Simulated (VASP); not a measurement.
Input of a VASP 6.6.1 run:

INCAR

```
  ALGO = Normal
  EDIFF = 1E-8
  ENCUT = 520
  GGA = CA
  ISIF = 2
  ISMEAR = -1
  LASPH = T
  LCHARG = F
  LEFG = T
  LREAL = F
  LWAVE = F
  NBANDS = 16
  NELM = 80
  PREC = Accurate
  SIGMA = 0.03
```

Contents of KPOINTS:

```
k-points
0
Gamma
  11 11 11
```

File POSCAR:

```
HgTe
1.0
    0.0000000000      3.1964104840      3.1964104840
    3.1964104840      0.0000000000      3.1964104840
    3.1964104840      3.1964104840      0.0000000000
Hg Te
1 1
Direct
    0.0000000000      0.0000000000      0.0000000000
    0.7500000000      0.7500000000      0.7500000000
```

Potentials or basis: VASP PAW LDA potentials, release 64 (Hg, Te).

Launch:

```console
$ cat potpaw_LDA.64/Hg/POTCAR potpaw_LDA.64/Te/POTCAR > POTCAR
$ mpirun -np 1 vasp_std > vasp.out
```

Estimate the pressure.

1.3 GPa.

What does it give for the band gap on the k mesh?

Zero (filled and empty bands touch).

Caveat: without QUAD_EFG the Cq values of the log hold for a quadrupole moment of 1 mb, not for the nuclei; spin-orbit coupling is left out, which moves the levels of the heavy elements.
